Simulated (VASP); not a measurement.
# SiO2 (P4_12_12) in VASP: notebook, part 2 of 2

VASP 6.6.1.

### 3 Electric field gradients, PBE

INCAR reads:

```
ALGO = Normal ; EDIFF = 1E-8
ENCUT = 520 ; GGA = PE
GGA_COMPAT = False ; ISIF = 2
ISMEAR = -1 ; LASPH = True
LCHARG = False ; LEFG = True
LREAL = False ; LWAVE = False
NBANDS = 44 ; NELECT = 63.0
NELM = 120 ; PREC = Accurate
SIGMA = 0.02
```

KPOINTS reads:

```
k-points
0
Gamma
  4 4 3
```

POSCAR reads:

```
SiO2
1.0
    4.9820000000      0.0000000000      0.0000000000
    0.0000000000      4.9820000000      0.0000000000
    0.0000000000      0.0000000000      6.9630000000
Si O
4 8
Direct
    0.3039018416      0.3039018416      0.0000000000
    0.1960981584      0.8039018416      0.2500000000
    0.6960981584      0.6960981584      0.5000000000
    0.8039018416      0.1960981584      0.7500000000
    0.2373186938      0.1139629102      0.1837361139
    0.3860370898      0.7373186938      0.4337361139
    0.7626813062      0.8860370898      0.6837361139
    0.6139629102      0.2626813062      0.9337361139
    0.7373186938      0.3860370898      0.5662638861
    0.8860370898      0.7626813062      0.3162638861
    0.2626813062      0.6139629102      0.0662638861
    0.1139629102      0.2373186938      0.8162638861
```

Potentials or basis: VASP PAW PBE potentials, release 64 (Si, O).

Launch:

```sh
cat potpaw_PBE.64/Si/POTCAR potpaw_PBE.64/O/POTCAR > POTCAR
mpirun -np 1 vasp_std > vasp.out
```

OUTCAR:

```text
EDIFF = 1E-8
   ENCUT = 520
   GGA = PE
   ISIF = 2
   ISMEAR = -1
   LASPH = True
   LREAL = False
   NELECT = 63.0
   NELM = 120
   PREC = Accurate

 ion  position               nearest neighbor table
   1  0.304  0.304  0.000-   8 1.63  11 1.63   5 1.63  12 1.63   2 3.09   4 3.09   2 3.09   4 3.09

   2  0.196  0.804  0.250-   5 1.63  10 1.63   6 1.63  11 1.63   1 3.09   3 3.09   1 3.09   3 3.09

   3  0.696  0.696  0.500-   6 1.63   9 1.63   7 1.63  10 1.63   2 3.09   4 3.09   4 3.09   2 3.09

   4  0.804  0.196  0.750-   7 1.63  12 1.63   9 1.63   8 1.63   1 3.09   3 3.09   3 3.09   1 3.09

   5  0.237  0.114  0.184-   2 1.63   1 1.63
   6  0.386  0.737  0.434-   3 1.63   2 1.63
   7  0.763  0.886  0.684-   4 1.63   3 1.63
   8  0.614  0.263  0.934-   1 1.63   4 1.63
   9  0.737  0.386  0.566-   3 1.63   4 1.63
  10  0.886  0.763  0.316-   2 1.63   3 1.63
[... 820 lines left out ...]
----------------------------------------------------------------------
   1       3.335     0.549    -3.884       0.717
   2       3.335     0.549    -3.884       0.717
   3       3.335     0.549    -3.884       0.717
   4       3.335     0.549    -3.884       0.717
   5     -48.534   -25.102    73.637       0.318
   6     -48.534   -25.102    73.637       0.318
   7     -48.534   -25.102    73.637       0.318
   8     -48.534   -25.102    73.637       0.318
   9     -48.534   -25.102    73.637       0.318
  10     -48.534   -25.102    73.637       0.318
  11     -48.534   -25.102    73.637       0.318
  12     -48.534   -25.102    73.637       0.318
----------------------------------------------------------------------

           NMR quadrupolar parameters

 Cq : quadrupolar parameter    Cq=e*Q*V_zz/h
 eta: asymmetry parameters     (V_yy - V_xx)/ V_zz
 Q  : nuclear electric quadrupole moment in mb (millibarn)
----------------------------------------------------------------------
 ion       Cq(MHz)       eta       Q (mb)
----------------------------------------------------------------------
   1      -0.009       0.717       1.000
   2      -0.009       0.717       1.000
   3      -0.009       0.717       1.000
   4      -0.009       0.717       1.000
   5       0.178       0.318       1.000
   6       0.178       0.318       1.000
   7       0.178       0.318       1.000
   8       0.178       0.318       1.000
   9       0.178       0.318       1.000
  10       0.178       0.318       1.000
  11       0.178       0.318       1.000
  12       0.178       0.318       1.000
----------------------------------------------------------------------
```

OSZICAR:

```text
N       E                     dE             d eps       ncg     rms          rms(c)
DAV:   1     0.395853373011E+03    0.39585E+03   -0.31952E+04  1064   0.129E+03
DAV:   2    -0.734655275734E+02   -0.46932E+03   -0.45772E+03  1344   0.309E+02
DAV:   3    -0.103758966023E+03   -0.30293E+02   -0.30071E+02  1296   0.828E+01
DAV:   4    -0.104172248103E+03   -0.41328E+00   -0.41241E+00  1336   0.106E+01
DAV:   5    -0.104179538090E+03   -0.72900E-02   -0.72856E-02  1284   0.138E+00    0.272E+01
DAV:   6    -0.946125942301E+02    0.95669E+01   -0.36833E+01  1244   0.278E+01    0.131E+01
DAV:   7    -0.946187695567E+02   -0.61753E-02   -0.11954E+00  1232   0.451E+00    0.472E+00
DAV:   8    -0.946247117936E+02   -0.59422E-02   -0.52262E-02  1328   0.147E+00    0.178E+00
DAV:   9    -0.946362597456E+02   -0.11548E-01   -0.27512E-02  1264   0.991E-01    0.372E-01
DAV:  10    -0.946375344016E+02   -0.12747E-02   -0.22058E-03  1176   0.219E-01    0.880E-02
DAV:  11    -0.946375100182E+02    0.24383E-04   -0.52093E-04  1300   0.118E-01    0.124E-02
DAV:  12    -0.946375157165E+02   -0.56984E-05   -0.14802E-05  1264   0.193E-02    0.130E-02
DAV:  13    -0.946375177049E+02   -0.19883E-05   -0.18670E-06  1184   0.680E-03    0.402E-03
DAV:  14    -0.946375180286E+02   -0.32371E-06   -0.29790E-07  1304   0.279E-03    0.112E-03
DAV:  15    -0.946375180284E+02    0.17099E-09   -0.84960E-09   856   0.484E-04
   1 F= -.94637518E+02 E0= -.94630448E+02  d E =-.141404E-01
```

Run time: 85 s. Hardware: 1 thread of Intel Xeon Platinum 8259CL at 2.50GHz (Skylake/Cascade Lake), shared host; peak memory 0.29 GiB.

Results:

* Free energy: -94.6375 eV
* Largest force: 0.130 eV/Å
* Largest electric field gradient by atom: Si -3.9; O +73.6 V/Å²

Forces in eV/Å, atoms in the order of the input:
```
Si   0.092  0.092  0.000
Si  -0.092  0.092  0.000
Si  -0.092 -0.092  0.000
Si   0.092 -0.092  0.000
O    0.002 -0.056  0.052
O    0.056  0.002  0.052
O   -0.002  0.056  0.052
O   -0.056 -0.002  0.052
O    0.002  0.056 -0.052
O    0.056 -0.002 -0.052
O   -0.002 -0.056 -0.052
O   -0.056  0.002 -0.052
```

Electric field gradients, principal values (V/Å²):
```
atom    least   middle  greatest (by size)
1 Si    0.549    3.335              -3.884
2 Si    0.549    3.335              -3.884
3 Si    0.549    3.335              -3.884
4 Si    0.549    3.335              -3.884
 5 O  -25.102  -48.534              73.637
 6 O  -25.102  -48.534              73.637
 7 O  -25.102  -48.534              73.637
 8 O  -25.102  -48.534              73.637
 9 O  -25.102  -48.534              73.637
10 O  -25.102  -48.534              73.637
11 O  -25.102  -48.534              73.637
12 O  -25.102  -48.534              73.637
```

Caveat: the cell carries a net charge on a neutralising background, which shifts energy and pressure; the cell is charged against a uniform background, so pressure and absolute levels hang on convention; without QUAD_EFG the Cq values of the log hold for a quadrupole moment of 1 mb, not for the nuclei; an odd number of electrons without spin polarisation forces a metal; a magnetic or distorted state may lie lower.

### 4 Electric field gradients, PBE

This run uses another cell than the first one: it holds 24 atoms, not 12.

INCAR reads:

```
  PREC = Accurate
  ENCUT = 520
  EDIFF = 1E-8
  ISMEAR = 0
  SIGMA = 0.01
  LREAL = F
  LASPH = T
  NELM = 120
  ALGO = Normal
  ISIF = 2
  LWAVE = F
  LCHARG = F
  GGA = PE
  LEFG = T
  NBANDS = 82
  GGA_COMPAT = F
```

KPOINTS reads:

```
Automatic mesh
0
Gamma
  3 3 3
```

POSCAR reads:

```
SiO2
1.0
    0.0000000000      4.9820000000      6.9630000000
    4.9820000000      0.0000000000      6.9630000000
    4.9820000000      4.9820000000      0.0000000000
Si O
8 16
Direct
    0.0000000000      0.0000000000      0.3039018416
    0.5000000000      0.5000000000      0.8039018416
    0.4289018416      0.8210981584      0.3750000000
    0.9289018416      0.3210981584      0.8750000000
    0.2500000000      0.2500000000      0.4460981584
    0.7500000000      0.7500000000      0.9460981584
    0.0710981584      0.6789018416      0.1250000000
    0.5710981584      0.1789018416      0.6250000000
    0.0301901651      0.1535459488      0.0837727451
    0.5301901651      0.6535459488      0.5837727451
    0.3925088589      0.0412272549      0.3448098349
    0.8925088589      0.5412272549      0.8448098349
    0.4035459488      0.2801901651      0.4824911411
    0.9035459488      0.7801901651      0.9824911411
    0.2912272549      0.6425088589      0.9714540512
    0.7912272549      0.1425088589      0.4714540512
    0.1074911411      0.4587727451      0.2785459488
    0.6074911411      0.9587727451      0.7785459488
    0.0964540512      0.2198098349      0.6662272549
    0.5964540512      0.7198098349      0.1662272549
    0.2087727451      0.8574911411      0.4051901651
    0.7087727451      0.3574911411      0.9051901651
    0.4698098349      0.3464540512      0.7675088589
    0.9698098349      0.8464540512      0.2675088589
```

Potentials or basis: VASP PAW PBE potentials, release 64 (Si, O).

Launch:

```sh
cat potpaw_PBE.64/Si/POTCAR potpaw_PBE.64/O/POTCAR > POTCAR
mpirun -np 1 vasp_std > vasp.out
```

OUTCAR:

```text
PREC = Accurate
   ENCUT = 520
   EDIFF = 1E-8
   ISMEAR = 0
   LREAL = F
   LASPH = T
   NELM = 120
   ISIF = 2
   GGA = PE

 ion  position               nearest neighbor table
   1  0.000  0.000  0.304-  16 1.63  21 1.63   9 1.63  24 1.63   3 3.09   4 3.09   7 3.09   8 3.09

   2  0.500  0.500  0.804-  15 1.63  22 1.63  10 1.63  23 1.63   3 3.09   4 3.09   7 3.09   8 3.09

   3  0.429  0.821  0.375-  10 1.63  20 1.63  11 1.63  21 1.63   1 3.09   2 3.09   5 3.09   6 3.09
[... 13 lines left out ...]
  11  0.393  0.041  0.345-   5 1.63   3 1.63
  12  0.893  0.541  0.845-   6 1.63   4 1.63
  13  0.404  0.280  0.482-   8 1.63   5 1.63
  14  0.904  0.780  0.982-   7 1.63   6 1.63
[... 8 lines left out ...]
  23  0.470  0.346  0.768-   8 1.63   2 1.63
  24  0.970  0.846  0.268-   7 1.63   1 1.63

  LATTYP: Found a body centered tetragonal cell.
 ALAT       =     7.0456119677
 C/A-ratio  =     1.9765493847

  Lattice vectors:

 A1 = (  -4.9820000000,   0.0000000000,   6.9630000000)
 A2 = (   4.9820000000,   0.0000000000,   6.9630000000)
 A3 = (   0.0000000000,   4.9820000000,  -6.9630000000)

Analysis of symmetry for initial positions (statically):
[... 729 lines left out ...]
  ---------------------------------------------------
  free  energy   TOTEN  =      -189.8024681497 eV

  energy  without entropy=     -189.8024681497  energy(sigma->0) =     -189.80246815

 Electric field gradients (V/A^2)
---------------------------------------------------------------------
 ion       V_xx      V_yy      V_zz      V_xy      V_xz      V_yz
---------------------------------------------------------------------
   1       0.222     0.222    -0.444     0.356     2.633    -2.633
   2       0.222     0.222    -0.444     0.356     2.633    -2.633
   3       0.222     0.222    -0.444    -0.355     2.633     2.633
   4       0.222     0.222    -0.444    -0.355     2.633     2.633
   5       0.222     0.222    -0.444     0.356    -2.633     2.633
   6       0.222     0.222    -0.444     0.356    -2.633     2.633
[... 16 lines left out ...]
  23      45.085   -49.807     4.722    19.686    58.396    15.222
  24      45.085   -49.807     4.722    19.686    58.396    15.222
---------------------------------------------------------------------

 Electric field gradients after diagonalization (V/A^2)
 (convention: |V_zz| > |V_xx| > |V_yy|)
----------------------------------------------------------------------
 ion       V_xx      V_yy      V_zz     asymmetry (V_yy - V_xx)/ V_zz
----------------------------------------------------------------------
   1       3.438     0.578    -4.016       0.712
   2       3.438     0.578    -4.016       0.712
   3       3.438     0.577    -4.015       0.713
   4       3.438     0.577    -4.015       0.713
   5       3.438     0.578    -4.016       0.712
   6       3.438     0.578    -4.016       0.712
[... 16 lines left out ...]
  23     -54.248   -36.829    91.077       0.191
  24     -54.248   -36.829    91.077       0.191
----------------------------------------------------------------------

           NMR quadrupolar parameters

 Cq : quadrupolar parameter    Cq=e*Q*V_zz/h
 eta: asymmetry parameters     (V_yy - V_xx)/ V_zz
 Q  : nuclear electric quadrupole moment in mb (millibarn)
----------------------------------------------------------------------
 ion       Cq(MHz)       eta       Q (mb)
----------------------------------------------------------------------
   1      -0.010       0.712       1.000
   2      -0.010       0.712       1.000
   3      -0.010       0.713       1.000
   4      -0.010       0.713       1.000
   5      -0.010       0.712       1.000
   6      -0.010       0.712       1.000
[... 16 lines left out ...]
  23       0.220       0.191       1.000
  24       0.220       0.191       1.000
----------------------------------------------------------------------
```

OSZICAR:

```text
N       E                     dE             d eps       ncg     rms          rms(c)
DAV:   1     0.868961541082E+03    0.86896E+03   -0.66149E+04   992   0.143E+03
DAV:   2    -0.144267520929E+03   -0.10132E+04   -0.98578E+03  1236   0.337E+02
DAV:   3    -0.213985311684E+03   -0.69718E+02   -0.69411E+02  1160   0.953E+01
DAV:   4    -0.215083455838E+03   -0.10981E+01   -0.10950E+01  1200   0.128E+01
DAV:   5    -0.215108675053E+03   -0.25219E-01   -0.25190E-01  1176   0.187E+00    0.407E+01
DAV:   6    -0.189692412576E+03    0.25416E+02   -0.10862E+02  1168   0.346E+01    0.189E+01
DAV:   7    -0.189774434854E+03   -0.82022E-01   -0.30042E+00  1264   0.535E+00    0.712E+00
DAV:   8    -0.189770141811E+03    0.42930E-02   -0.14798E-01  1168   0.179E+00    0.271E+00
DAV:   9    -0.189798013541E+03   -0.27872E-01   -0.73007E-02  1168   0.123E+00    0.531E-01
DAV:  10    -0.189802619977E+03   -0.46064E-02   -0.96685E-03  1144   0.345E-01    0.173E-01
DAV:  11    -0.189802438343E+03    0.18163E-03   -0.28158E-03  1184   0.197E-01    0.220E-02
DAV:  12    -0.189802461351E+03   -0.23008E-04   -0.73653E-05  1184   0.316E-02    0.237E-02
DAV:  13    -0.189802466565E+03   -0.52137E-05   -0.22730E-05  1144   0.170E-02    0.615E-03
DAV:  14    -0.189802468235E+03   -0.16704E-05   -0.12867E-06  1160   0.455E-03    0.142E-03
DAV:  15    -0.189802468206E+03    0.29024E-07   -0.35513E-08   984   0.783E-04    0.103E-03
DAV:  16    -0.189802468158E+03    0.48301E-07   -0.37612E-08  1008   0.694E-04    0.198E-04
DAV:  17    -0.189802468150E+03    0.78689E-08   -0.17474E-09   760   0.163E-04
   1 F= -.18980247E+03 E0= -.18980247E+03  d E =-.100061E-63
```

Wall time 4.7 min (1 thread of Intel Xeon Platinum 8259CL at 2.50GHz (Skylake/Cascade Lake), shared host); peak memory 0.55 GiB.

Results:

```
Free energy                             : -189.8025 eV
Pressure                                : 1.2 GPa
Largest force                           : 0.030 eV/Å
Band gap on the k mesh                  : 5.61 eV
Largest electric field gradient by atom : Si -4.0; O +91.1 V/Å²
```

Forces in eV/Å, atoms in the order of the input:
```
Si   0.022  0.022  0.000
Si   0.022  0.022  0.000
Si  -0.022  0.022  0.000
Si  -0.022  0.022  0.000
Si  -0.022 -0.022  0.000
Si  -0.022 -0.022  0.000
Si   0.022 -0.022  0.000
Si   0.022 -0.022  0.000
O    0.000 -0.004 -0.001
O    0.000 -0.004 -0.001
O    0.004  0.000 -0.001
O    0.004  0.000 -0.001
O    0.000  0.004 -0.001
O    0.000  0.004 -0.001
O   -0.004  0.000 -0.001
O   -0.004  0.000 -0.001
O    0.000  0.004  0.001
O    0.000  0.004  0.001
O    0.004  0.000  0.001
O    0.004  0.000  0.001
O    0.000 -0.004  0.001
O    0.000 -0.004  0.001
O   -0.004  0.000  0.001
O   -0.004  0.000  0.001
```

Levels at points of the mesh, in eV from the valence-band top:
```tsv
k point	band 62	band 63	band 64	band 65	band 66	band 67
(0.00, 0.00, 0.00)	-0.33	-0.33	0.00	5.61	8.75	8.75
```

Electric field gradients, principal values (V/Å²):
```csv
atom,least,middle,greatest (by size)
1 Si,0.578,3.438,-4.016
2 Si,0.578,3.438,-4.016
3 Si,0.577,3.438,-4.015
4 Si,0.577,3.438,-4.015
5 Si,0.578,3.438,-4.016
6 Si,0.578,3.438,-4.016
7 Si,0.578,3.438,-4.016
8 Si,0.578,3.438,-4.016
9 O,-36.825,-54.249,91.074
10 O,-36.825,-54.249,91.074
11 O,-36.829,-54.247,91.076
12 O,-36.829,-54.247,91.076
13 O,-36.829,-54.248,91.077
14 O,-36.829,-54.248,91.077
15 O,-36.824,-54.249,91.073
16 O,-36.824,-54.249,91.073
17 O,-36.824,-54.249,91.073
18 O,-36.824,-54.249,91.073
19 O,-36.825,-54.249,91.074
20 O,-36.825,-54.249,91.074
21 O,-36.829,-54.247,91.076
22 O,-36.829,-54.247,91.076
23 O,-36.829,-54.248,91.077
24 O,-36.829,-54.248,91.077
```

Caveat: without QUAD_EFG the Cq values of the log hold for a quadrupole moment of 1 mb, not for the nuclei.
